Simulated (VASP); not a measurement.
# Os (I4/mmm) in VASP: further runs

The runs below take Os through single point, with PBEsol.

Everything below comes from runs of VASP 6.6.1. Logs are shortened: lines on timing, memory, paths and dates and some standing lists are left out, and cuts for length are marked.

## 1. The cell of the first run

Symmetry: I4/mmm, No. 139, tetragonal system. The conventional cell has a = 2.888 Å, b = 2.888 Å, c = 3.793 Å, α = 90.00°, β = 90.00°, γ = 90.00°. Os (site symmetry 4/mmm) has 12 Os at 2.79 to 2.89 Å within 3.7 Å.

## 2. Single point, PBEsol (strain +0.050 along x and y, -0.025 along z)

INCAR

```
SYSTEM = Os
PREC = Accurate
ENCUT = 520
EDIFF = 1E-6
ISMEAR = 0
SIGMA = 0.15
LREAL = .False.
LASPH = .True.
NELM = 60
ALGO = Fast
ISIF = 2
LWAVE = .False.
LCHARG = .True.
GGA = PS
LELF = .True.
LVHAR = .True.
NBANDS = 10
```

KPOINTS

```
Automatic mesh
0
Gamma
  20 20 20
  0 0 0
```

POSCAR

```
Os
1.0
    0.0000000000      2.0422500000      1.8963750000
    2.0422500000      0.0000000000      1.8963750000
    2.0422500000      2.0422500000      0.0000000000
Os
1
Direct
    0.0000000000      0.0000000000      0.0000000000
```

Potentials or basis: VASP PAW PBE potentials, release 64 (Os).

Command:

```console
$ cat potpaw_PBE.64/Os/POTCAR > POTCAR
$ mpirun -np 1 vasp_std > vasp.out
```

OUTCAR:

```text
SYSTEM = Os
   PREC = Accurate
   ENCUT = 520
   EDIFF = 1E-6
   ISMEAR = 0
   LREAL = .False.
   LASPH = .True.
   NELM = 60
   ISIF = 2
   GGA = PS

 ion  position               nearest neighbor table
   1  0.000  0.000  0.000-

  LATTYP: Found a body centered tetragonal cell.
 ALAT       =     2.8881776478
 C/A-ratio  =     1.3131983079

  Lattice vectors:

 A1 = (   0.0000000000,  -2.0422500000,  -1.8963750000)
 A2 = (   0.0000000000,   2.0422500000,  -1.8963750000)
 A3 = (   2.0422500000,   0.0000000000,   1.8963750000)

Analysis of symmetry for initial positions (statically):
=====================================================================
 Subroutine PRICEL returns:
 Original cell was already a primitive cell.

 Routine SETGRP: Setting up the symmetry group for a
 body centered tetragonal supercell.

 Subroutine GETGRP returns: Found 16 space group operations
 (whereof 16 operations were pure point group operations)
 out of a pool of 16 trial point group operations.

The static configuration has the point symmetry D_4h.

Analysis of symmetry for dynamics (positions and initial velocities):
=====================================================================
 Subroutine PRICEL returns:
 Original cell was already a primitive cell.

 Routine SETGRP: Setting up the symmetry group for a
 body centered tetragonal supercell.

 Subroutine GETGRP returns: Found 16 space group operations
 (whereof 16 operations were pure point group operations)
 out of a pool of 16 trial point group operations.

The dynamic configuration has the point symmetry D_4h.

 Subroutine INISYM returns: Found 16 space group operations
 (whereof 16 operations are pure point group operations),
 and found     1 'primitive' translations

----------------------------------------------------------------------------------------

                                     Primitive cell

  volume of cell :      15.8187

  direct lattice vectors                    reciprocal lattice vectors
     0.000000000  2.042250000  1.896375000    -0.244828008  0.244828008  0.263660932
     2.042250000  0.000000000  1.896375000     0.244828008 -0.244828008  0.263660932
     2.042250000  2.042250000  0.000000000     0.244828008  0.244828008 -0.263660932

  length of vectors
     2.786937962  2.786937962  2.888177648     0.435199488  0.435199488  0.435199488

  position of ions in fractional coordinates (direct lattice)
     0.000000000  0.000000000  0.000000000

  ion indices of the primitive-cell ions
   primitive index   ion index
                 1           1

----------------------------------------------------------------------------------------

 KPOINTS: Automatic mesh

Automatic generation of k-mesh.
 Grid dimensions read from file:
 generate k-points for:   20   20   20

 Generating k-lattice:

  Cartesian coordinates                     Fractional coordinates (reciprocal lattice)
    -0.012241400  0.012241400  0.013183047     0.050000000  0.000000000  0.000000000
     0.012241400 -0.012241400  0.013183047     0.000000000  0.050000000  0.000000000
     0.012241400  0.012241400 -0.013183047     0.000000000  0.000000000  0.050000000

  Length of vectors
     0.021759974  0.021759974  0.021759974

  Shift w.r.t. Gamma in fractional coordinates (k-lattice)
     0.000000000  0.000000000  0.000000000

 Subroutine IBZKPT returns following result:
 ===========================================

 Found    641 irreducible k-points:

 Following reciprocal coordinates:
            Coordinates               Weight
  0.000000  0.000000  0.000000      1.000000
  0.050000  0.000000  0.000000      8.000000
  0.100000  0.000000  0.000000      8.000000
  0.150000  0.000000  0.000000      8.000000
  0.200000  0.000000  0.000000      8.000000
  0.250000 -0.000000  0.000000      8.000000
[... 16 lines left out ...]
 -0.400000  0.050000  0.000000      8.000000
 -0.350000  0.050000  0.000000      8.000000
 [... further k-points ...]
   k-points           NKPTS =    641   k-points in BZ     NKDIM =    641   number of bands    NBANDS=     10
   number of dos      NEDOS =    301   number of ions     NIONS =      1
   total plane-waves  NPLWV =  13824
   dimension x,y,z NGX =    24 NGY =   24 NGZ =   24
   dimension x,y,z NGXF=    48 NGYF=   48 NGZF=   48
   ions per type =               1
   NGX,Y,Z   is equivalent  to a cutoff of  14.32, 14.32, 13.81 a.u.
   NGXF,Y,Z  is equivalent  to a cutoff of  28.63, 28.63, 27.63 a.u.
 SYSTEM =  Os
   PREC   = accura    normal or accurate (medium, high low for compatibility)
   ISTART =      0    job   : 0-new  1-cont  2-samecut
   ICHARG =      2    charge: 1-file 2-atom 10-const
   ISPIN  =      1    spin polarized calculation?
   LNONCOLLINEAR =      F non collinear calculations
   LSORBIT =      F    spin-orbit coupling
   LASPH  =      T    aspherical Exc in radial PAW
   ENCUT  =  520.0 eV  38.22 Ry    6.18 a.u.   5.18  5.18  5.37*2*pi/ulx,y,z
   NELM   =     60;   NELMIN=  2; NELMDL= -5     # of ELM steps
   EDIFF  = 0.1E-05   stopping-criterion for ELM
   LREAL  =      F    real-space projection
[... 7 lines left out ...]
   TEBEG  =    0.0;   TEEND  =   0.0 temperature during run
   PSTRESS=    0.0 pullay stress
   NELECT =       8.0000    total number of electrons
   NUPDOWN=      -1.0000    fix difference up-down
   EMIN   =  10.00;   EMAX   =-10.00  energy-range for DOS
   EFERMI =   0.00;   METHOD = LEGACY
   ISMEAR =     0;   SIGMA  =   0.15  broadening in eV -4-tet -1-fermi 0-gaus
   EFERMI_NEDOS =   21; number of points for ismear=-14 and -15
   IALGO  =     68    algorithm
   IMIX   =      4    mixing-type and parameters
     AMIX     =   0.40;   BMIX     =  1.00
     AMIX_MAG =   1.60;   BMIX_MAG =  1.00
  volume/ion in A,a.u.               =      15.82       106.75
  Fermi-wavevector in a.u.,A,eV,Ry     =   1.304310  2.464788 23.146565  1.701225
  Thomas-Fermi vector in A             =   2.435254
   LORBIT       =      0    0 simple, 1 ext, 2 COOP (PROOUT), +10 PAW based schemes
   GGA     = PS    functional components
   LHFCALC =     F    Hartree Fock is set to
   AEXX    =    0.0000 exact exchange contribution
   IVDW    =     0    specifies the selected vdW correction
   LEPSILON=     F    determine dielectric tensor
   LRPA    =     F    only Hartree local field effects (RPA)
 non-spin polarized calculation
 RMM-DIIS sequential band-by-band and
 Gauss-broadening in eV      SIGMA  =   0.15
  energy-cutoff  :      520.00
  volume of cell :       15.82
 maximum number of plane-waves:       441
 NGX is ok and might be reduce to    24
   NGX = 11   NGY = 11   NGZ = 11

 number of electron       8.0000000 magnetization

 Free energy of the ion-electron system (eV)
  ---------------------------------------------------
  ext. energy  EPLUGINS =         0.00000000
  ---------------------------------------------------
  free energy    TOTEN  =       -11.79454773 eV

  energy without entropy =      -11.78322041  energy(sigma->0) =      -11.78888407

 E-fermi :   7.4599     XC(G=0): -13.4581

 val. band max:        7.4557024273   @ k =  -0.2500   0.1500   0.0500
 cond. band min:       7.4602615134   @ k =   0.4000   0.2000   0.1000
 fundamental gap:      0.0045590861
 Fermi energy:         7.4599357510

 k-point     1 :       0.0000    0.0000    0.0000
  band No.  band energies     occupation
      1      -2.3556      2.00000
      2       4.6699      2.00000
      3       4.6699      2.00000
      4       5.5298      2.00000
      5       6.8598      2.00000
      6       7.9448      0.00000
      7      21.8260      0.00000
      8      26.1216      0.00000
      9      26.1216      0.00000
     10      28.3408      0.00000

 k-point     2 :       0.0500    0.0000    0.0000
  band No.  band energies     occupation
      1      -2.2523      2.00000
      2       4.6549      2.00000
      3       4.7145      2.00000
      4       5.5293      2.00000
      5       6.8423      2.00000
      6       7.9034      0.00003
      7      22.0089      0.00000
      8      25.8630      0.00000
      9      26.2910      0.00000
     10      28.1124      0.00000

 k-point     3 :       0.1000    0.0000    0.0000
  band No.  band energies     occupation
      1      -1.9504      2.00000
      2       4.5882      2.00000
      3       4.8287      2.00000
      4       5.5584      2.00000
      5       6.8143      2.00000
      6       7.7972      0.00147
      7      22.5187      0.00000
      8      24.9782      0.00000
      9      26.7879      0.00000
     10      28.2429      0.00000

 k-point     4 :       0.1500    0.0000    0.0000
  band No.  band energies     occupation
      1      -1.4751      2.00000
      2       4.4584      2.00000
      3       4.9494      2.00000
      4       5.6475      2.00000
      5       6.8515      2.00000
      6       7.6803      0.03779
      7      23.1860      0.00000
      8      23.8077      0.00000
      9      27.5795      0.00000
     10      28.9194      0.00000
[... 222 lines left out ...]
 k-point    22 :      -0.4500    0.0500    0.0000
  band No.  band energies     occupation
      1       0.8604      2.00000
      2       4.4317      2.00000
      3       5.1797      2.00000
      4       6.8353      2.00000
      5       9.5143      0.00000
      6       9.5307      0.00000
      7      15.2177      0.00000
      8      21.4062      0.00000
      9      26.1676      0.00000
     10      27.0818      0.00000

 k-point    23 :      -0.4000    0.0500    0.0000
  band No.  band energies     occupation
      1       0.8366      2.00000
      2       4.5007      2.00000
      3       5.2244      2.00000
      4       6.2311      2.00000
      5       9.0962      0.00000
      6       9.2717      0.00000
      7      16.3022      0.00000
      8      21.7102      0.00000
      9      27.0854      0.00000
     10      27.3704      0.00000

 k-point    24 :      -0.3500    0.0500    0.0000
  band No.  band energies     occupation
      1       0.7367      2.00000
      2       4.6252      2.00000
      3       5.2028      2.00000
      4       5.5387      2.00000
      5       8.5059      0.00000
      6       8.9428      0.00000
      7      17.8053      0.00000
      8      22.2818      0.00000
      9      27.9670      0.00000
     10      28.4569      0.00000

 [... further k-points ...]
[... 5 lines left out ...]
  --------------------------------------------------------------------------------------
  -------------------------------------------------------------------------------------
  Total       -4.5156937     -4.5156937     -2.5127260      0.0000000      0.0000000      0.0000000
  in kB     -457.3651132   -457.3651132   -254.4976000      0.0000000      0.0000000      0.0000000
  external PRESSURE =    -389.7426088 kB  Pullay stress =       0.0000000 kB

 VOLUME and BASIS-vectors are now :
 -----------------------------------------------------------------------------
  energy-cutoff  :      520.00
  volume of cell :       15.82
      direct lattice vectors                 reciprocal lattice vectors
     0.000000000  2.042250000  1.896375000    -0.244828008  0.244828008  0.263660932
     2.042250000  0.000000000  1.896375000     0.244828008 -0.244828008  0.263660932
     2.042250000  2.042250000  0.000000000     0.244828008  0.244828008 -0.263660932

 POSITION                                       TOTAL-FORCE (eV/Angst)
 -----------------------------------------------------------------------------------
      0.00000      0.00000      0.00000         0.000000      0.000000      0.000000
 -----------------------------------------------------------------------------------
    total drift:                               -0.000000      0.000000      0.000000

  FREE ENERGIE OF THE ION-ELECTRON SYSTEM (eV)
  ---------------------------------------------------
  free  energy   TOTEN  =       -11.7945477260 eV

  energy  without entropy=      -11.7832204089  energy(sigma->0) =      -11.78888407
```

It took 60 s on 1 thread of Intel Xeon Platinum 8259CL at 2.50GHz (Skylake/Cascade Lake), shared host; peak memory 0.23 GiB.

Results:

```yaml
Free_energy: -11.7945 eV
Pressure: -39.0 GPa
Band_gap_on_the_k_mesh: zero (band 4 reaches 10.02 eV, above the bottom of band 5 at 6.13 eV)
```

Caveat: the cell differs from its parent crystal (strain +0.050 along x and y, -0.025 along z); the PAW data sets were made with another functional, which shifts forces and pressure a little; spin-orbit coupling is left out, which moves the levels of the heavy elements.

## 3. Single point, PBEsol (strain +0.050 along x and y, +0.000 along z)

INCAR

```
SYSTEM = Os
PREC = Accurate
ENCUT = 520
EDIFF = 1E-6
ISMEAR = 0
SIGMA = 0.15
LREAL = .FALSE.
LASPH = .TRUE.
NELM = 100
ALGO = Normal
ISIF = 2
LWAVE = .FALSE.
LCHARG = .TRUE.
GGA = PS
LELF = .TRUE.
LVHAR = .TRUE.
NBANDS = 10
```

KPOINTS

```
Automatic mesh
0
G
  20 20 20
  0 0 0
```

POSCAR

```
Os
1.0
    0.0000000000      2.0422500000      1.9450000000
    2.0422500000      0.0000000000      1.9450000000
    2.0422500000      2.0422500000      0.0000000000
Os
1
Direct
    0.0000000000      0.0000000000      0.0000000000
```

Potentials or basis: VASP PAW PBE potentials, release 64 (Os).

Command:

```console
$ cat potpaw_PBE.64/Os/POTCAR > POTCAR
$ mpirun -np 1 vasp_std > vasp.out
```

Run time: 55 s. Hardware: 1 thread of Intel Xeon Platinum 8259CL at 2.50GHz (Skylake/Cascade Lake), shared host; peak memory 0.23 GiB.

The run converged. Its results:

```
Free energy            : -11.7159 eV
Pressure               : -44.7 GPa
Band gap on the k mesh : zero (band 4 reaches 9.56 eV, above the bottom of band 5 at 5.96 eV)
```

Stress tensor (GPa, compression positive):
```
-48.68   0.00   0.00
  0.00 -48.68   0.00
  0.00   0.00 -36.61
```

Levels at points of the mesh, in eV from the Fermi level:
| k point | band 1 | band 2 | band 3 | band 4 | band 5 | band 6 | band 7 | band 8 | band 9 |
| --- | --- | --- | --- | --- | --- | --- | --- | --- | --- |
| (0.00, 0.00, 0.00) | -9.59 | -2.61 | -2.61 | -2.05 | -0.38 | 0.32 | 14.31 | 18.78 | 18.78 |
| (0.50, 0.00, 0.00) | -6.48 | -2.85 | -2.24 | -0.16 | 1.71 | 2.07 | 7.22 | 13.72 | 18.41 |
| (0.50, 0.50, 0.00) | -6.17 | -5.63 | 1.84 | 2.45 | 2.45 | 2.70 | 10.73 | 10.75 | 10.75 |
| (0.50, 0.00, 0.50) | -6.24 | -5.56 | 1.75 | 1.83 | 2.13 | 2.66 | 9.59 | 11.38 | 11.82 |

Caveat: the cell differs from its parent crystal (strain +0.050 along x and y, +0.000 along z); the PAW data sets were made with another functional, which shifts forces and pressure a little; spin-orbit coupling is left out, which moves the levels of the heavy elements.
